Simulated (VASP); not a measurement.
# Sr7VO8 (P1) in VASP: single point with PBEsol

Aim: the single point of Sr7VO8 with PBEsol.

Everything below comes from runs of VASP 6.6.1. Logs are shortened: lines on timing, memory, paths and dates and some standing lists are left out, and cuts for length are marked.

### 1 The cell of the first run

The typed cell holds 16 atoms: a = 7.299 Å, b = 7.299 Å, c = 7.299 Å, α = 60.00°, β = 60.00°, γ = 60.00°.

### 2 Single point, PBEsol

INCAR

```
SYSTEM = Sr7VO8
ALGO = Normal ; EDIFF = 1E-6
ENCUT = 520 ; GGA = PS
ISIF = 2 ; ISMEAR = 0
LASPH = .TRUE. ; LCHARG = .FALSE.
LREAL = Auto ; LWAVE = .FALSE.
NBANDS = 80 ; NELM = 80
PREC = Accurate ; SIGMA = 0.05
```

KPOINTS

```
k-points
0
G
  3 3 3
  0 0 0
```

POSCAR

```
Sr7VO8
1.0
    0.0000000000      5.1613200000      5.1613200000
    5.1613200000      0.0000000000      5.1613200000
    5.1613200000      5.1613200000      0.0000000000
V Sr O
1 7 8
Direct
    0.9806695653      0.9795131989      0.0591806300
    0.9989271613      0.9980899852      0.5081898071
    0.0065568179      0.4981253629      0.9965752066
    0.9990068316      0.4941501461      0.5082598939
    0.4990580649      0.0056942145      0.9965186100
    0.4950963965      0.9981277339      0.5082340075
    0.4990729991      0.4981192385      0.9966469259
    0.5009711217      0.5002512690      0.4983667975
    0.2484910028      0.2475660825      0.2557095344
    0.2616017824      0.2607140568      0.7403805188
    0.2256770622      0.7702934570      0.2331248519
    0.2611924194      0.7370764092      0.7408788448
    0.7713139518      0.2246330782      0.2330441485
    0.7378356700      0.2604781350      0.7406461937
    0.7711088357      0.7701810125      0.2332057582
    0.7476391278      0.7467140401      0.7583006623
```

Potentials or basis: VASP PAW PBE potentials, release 64 (V_sv, Sr_sv, O).

Command:

```bash
$ cat potpaw_PBE.64/V_sv/POTCAR potpaw_PBE.64/Sr_sv/POTCAR potpaw_PBE.64/O/POTCAR > POTCAR
$ mpirun -np 1 vasp_std > vasp.out
```

OUTCAR:

```text
SYSTEM = Sr7VO8
   EDIFF = 1E-6
   ENCUT = 520
   GGA = PS
   ISIF = 2
   ISMEAR = 0
   LASPH = .TRUE.
   LREAL = Auto
   NELM = 80
   PREC = Accurate

 ion  position               nearest neighbor table
   1  0.981  0.980  0.059-  15 2.18  11 2.18  13 2.18   4 3.42   6 3.42   2 3.42   3 3.67   5 3.67
                             7 3.67   7 3.67   5 3.67   3 3.67   2 3.89   6 3.89   4 3.89
   2  0.999  0.998  0.508-  14 2.56  12 2.56   9 2.58  16 2.59  13 2.61  11 2.61   1 3.42   5 3.61
                             3 3.61   4 3.62   6 3.62   8 3.65   8 3.65   6 3.68   4 3.68   3 3.69
   3  0.007  0.498  0.997-  12 2.55  10 2.55  16 2.57   9 2.59  15 2.63  13 2.63   5 3.59   7 3.60
                             4 3.61   2 3.61   8 3.62   1 3.67   1 3.67   8 3.68   2 3.69   4 3.69
   4  0.999  0.494  0.508-  10 2.56  14 2.56   9 2.58  16 2.59  11 2.61  15 2.61   1 3.42   3 3.61
                             7 3.61   6 3.62   2 3.62   8 3.65   8 3.65   2 3.68   6 3.68   7 3.69
   5  0.499  0.006  0.997-  14 2.55  10 2.55  16 2.57   9 2.59  15 2.63  11 2.63   3 3.59   7 3.59
                             6 3.61   2 3.61   8 3.62   1 3.67   1 3.67   8 3.68   2 3.69   6 3.69
   6  0.495  0.998  0.508-  10 2.56  12 2.56   9 2.58  16 2.59  13 2.61  15 2.61   1 3.42   5 3.61
                             7 3.61   4 3.62   2 3.62   8 3.65   8 3.65   2 3.68   4 3.68   7 3.69
   7  0.499  0.498  0.997-  12 2.55  14 2.55  16 2.57   9 2.59  13 2.63  11 2.63   5 3.59   3 3.60
                             4 3.61   6 3.61   8 3.62   1 3.67   1 3.67   8 3.68   6 3.69   4 3.69
   8  0.501  0.500  0.498-  10 2.47  14 2.47  12 2.47  15 2.79  11 2.79  13 2.79   7 3.62   3 3.62
                             5 3.62   6 3.65   4 3.65   2 3.65   2 3.65   4 3.65   6 3.65   5 3.68
   9  0.248  0.248  0.256-   2 2.58   6 2.58   4 2.58   5 2.59   3 2.59   7 2.59
  10  0.262  0.261  0.740-   8 2.47   5 2.55   3 2.55   4 2.56   6 2.56
  11  0.226  0.770  0.233-   1 2.18   4 2.61   2 2.61   7 2.63   5 2.63   8 2.79
  12  0.261  0.737  0.741-   8 2.47   3 2.55   7 2.55   2 2.56   6 2.56
  13  0.771  0.225  0.233-   1 2.18   6 2.61   2 2.61   7 2.63   3 2.63   8 2.79
  14  0.738  0.260  0.741-   8 2.47   5 2.55   7 2.55   2 2.56   4 2.56
  15  0.771  0.770  0.233-   1 2.18   4 2.61   6 2.61   3 2.63   5 2.63   8 2.79
  16  0.748  0.747  0.758-   7 2.57   3 2.57   5 2.57   4 2.59   6 2.59   2 2.59

  LATTYP: Found a face centered cubic cell.
 ALAT       =    10.3226400000

  Lattice vectors:

 A1 = (   0.0000000000,   5.1613200000,   5.1613200000)
 A2 = (   5.1613200000,   0.0000000000,   5.1613200000)
 A3 = (   5.1613200000,   5.1613200000,   0.0000000000)

Analysis of symmetry for initial positions (statically):
=====================================================================
 Subroutine PRICEL returns:
 Original cell was already a primitive cell.

 Routine SETGRP: Setting up the symmetry group for a
 face centered cubic supercell.

[... 149 lines left out ...]
   EFERMI =   0.00;   METHOD = LEGACY
   ISMEAR =     0;   SIGMA  =   0.05  broadening in eV -4-tet -1-fermi 0-gaus
   EFERMI_NEDOS =   21; number of points for ismear=-14 and -15
   IALGO  =     38    algorithm
   IMIX   =      4    mixing-type and parameters
     AMIX     =   0.40;   BMIX     =  1.00
     AMIX_MAG =   1.60;   BMIX_MAG =  1.00
  volume/ion in A,a.u.               =      17.19       115.98
  Fermi-wavevector in a.u.,A,eV,Ry     =   1.278580  2.416165 22.242343  1.634766
  Thomas-Fermi vector in A             =   2.411114
   LORBIT       =      0    0 simple, 1 ext, 2 COOP (PROOUT), +10 PAW based schemes
   GGA     = PS    functional components
   LHFCALC =     F    Hartree Fock is set to
   AEXX    =    0.0000 exact exchange contribution
   IVDW    =     0    specifies the selected vdW correction
   LEPSILON=     F    determine dielectric tensor
   LRPA    =     F    only Hartree local field effects (RPA)
 non-spin polarized calculation
 Gauss-broadening in eV      SIGMA  =   0.05
  energy-cutoff  :      520.00
  volume of cell :      274.99
 maximum number of plane-waves:      7423
 NGX is ok and might be reduce to    54
   NGX = 27   NGY = 27   NGZ = 27

 number of electron     131.0000001 magnetization

 Free energy of the ion-electron system (eV)
  ---------------------------------------------------
  ext. energy  EPLUGINS =         0.00000000
  ---------------------------------------------------
  free energy    TOTEN  =      -103.34329347 eV

  energy without entropy =     -103.30817965  energy(sigma->0) =     -103.32573656

 E-fermi :   4.2600     XC(G=0): -10.1988

 val. band max:        4.2494477704   @ k =  -0.3333   0.3333   0.0000
 cond. band min:       4.2946951299   @ k =   0.3333   0.3333   0.0000
 fundamental gap:      0.0452473595
 Fermi energy:         4.2600020344

 k-point     1 :       0.0000    0.0000    0.0000
  band No.  band energies     occupation
      1     -60.5336      2.00000
      2     -34.5467      2.00000
      3     -34.5465      2.00000
      4     -34.3779      2.00000
      5     -31.1436      2.00000
      6     -30.6849      2.00000
[... 1109 lines left out ...]
     76       7.2368      0.00000
     77       7.4573      0.00000
 [bands above 77 left out]

------------------------ aborting loop because EDIFF is reached ----------------------------------------

  FORCE on cell =-STRESS in cart. coord.  units (eV):
  Direction    XX          YY          ZZ          XY          YZ          ZX
  --------------------------------------------------------------------------------------
  -------------------------------------------------------------------------------------
  Total      -10.8128015    -10.7937962    -10.7645187      0.0526947     -0.0461696     -0.0574279
  in kB      -62.9994067    -62.8886745    -62.7180933      0.3070192     -0.2690014     -0.3345961
  external PRESSURE =     -62.8687248 kB  Pullay stress =       0.0000000 kB

 VOLUME and BASIS-vectors are now :
 -----------------------------------------------------------------------------
  energy-cutoff  :      520.00
  volume of cell :      274.99
      direct lattice vectors                 reciprocal lattice vectors
     0.000000000  5.161320000  5.161320000    -0.096874443  0.096874443  0.096874443
     5.161320000  0.000000000  5.161320000     0.096874443 -0.096874443  0.096874443
     5.161320000  5.161320000  0.000000000     0.096874443  0.096874443 -0.096874443

 POSITION                                       TOTAL-FORCE (eV/Angst)
 -----------------------------------------------------------------------------------
      5.36103      5.36700     10.11713         0.530914      0.527121     -0.525458
      7.77439      7.77871     10.30724         0.024538      0.025677     -0.008359
      7.71463      5.17749      2.60483        -0.087645     -0.006844      0.086721
      5.17376      7.77949      7.70666         0.008354      0.024656     -0.024549
      5.17274      7.71915      2.60519        -0.006762     -0.087513      0.086743
      7.77481      5.17851      7.70701         0.024661      0.008354     -0.025516
[... 8 lines left out ...]
      5.17880      5.18359      7.95509         0.062896      0.063461      0.813502
      7.76786      7.77264      7.71283         0.009426      0.009010     -0.008187
 -----------------------------------------------------------------------------------
    total drift:                               -0.013869     -0.016898      0.011553

  FREE ENERGIE OF THE ION-ELECTRON SYSTEM (eV)
  ---------------------------------------------------
  free  energy   TOTEN  =      -103.3432934659 eV

  energy  without entropy=     -103.3081796525  energy(sigma->0) =     -103.32573656
```

Run time: 11 min. Hardware: 1 thread of Intel Xeon Platinum 8559C (Emerald Rapids), shared host; peak memory 0.49 GiB.

What came out:

* Free energy: -103.3433 eV
* Pressure: -6.3 GPa
* Largest force: 0.914 eV/Å
* Band gap on the k mesh: zero (an odd number of electrons rules out a gap without spin polarisation)

Forces on the atoms (eV/Å):
```
V    0.531  0.527 -0.525
Sr   0.025  0.026 -0.008
Sr  -0.088 -0.007  0.087
Sr   0.008  0.025 -0.025
Sr  -0.007 -0.088  0.087
Sr   0.025  0.008 -0.026
Sr  -0.087 -0.087  0.007
Sr  -0.007 -0.006  0.006
O   -0.012 -0.011  0.012
O    0.061  0.062 -0.170
O    0.063 -0.813 -0.064
O    0.169  0.060 -0.059
O   -0.814  0.066 -0.065
O    0.061  0.168 -0.062
O    0.063  0.063  0.814
O    0.009  0.009 -0.008
```

Levels at points of the mesh, in eV from the Fermi level:
| k point | band 62 | band 63 | band 64 | band 65 | band 66 | band 67 | band 68 | band 69 |
| --- | --- | --- | --- | --- | --- | --- | --- | --- |
| (0.00, 0.00, 0.00) | -2.81 | -2.79 | -2.79 | -0.28 | -0.25 | -0.25 | 0.43 | 0.79 |

Caveat: the cell stands under tension; the PAW data sets were made with another functional, which shifts forces and pressure a little; an odd number of electrons without spin polarisation forces a metal; a magnetic or distorted state may lie lower; the run has no spin polarisation, though such a crystal can be magnetic; semilocal functionals often make such compounds metallic where correlation or magnetic order opens a gap, which also shifts bond lengths. With open d or f shells a metallic result of PBEsol can be an artefact of self-interaction; +U or a hybrid may open a gap.
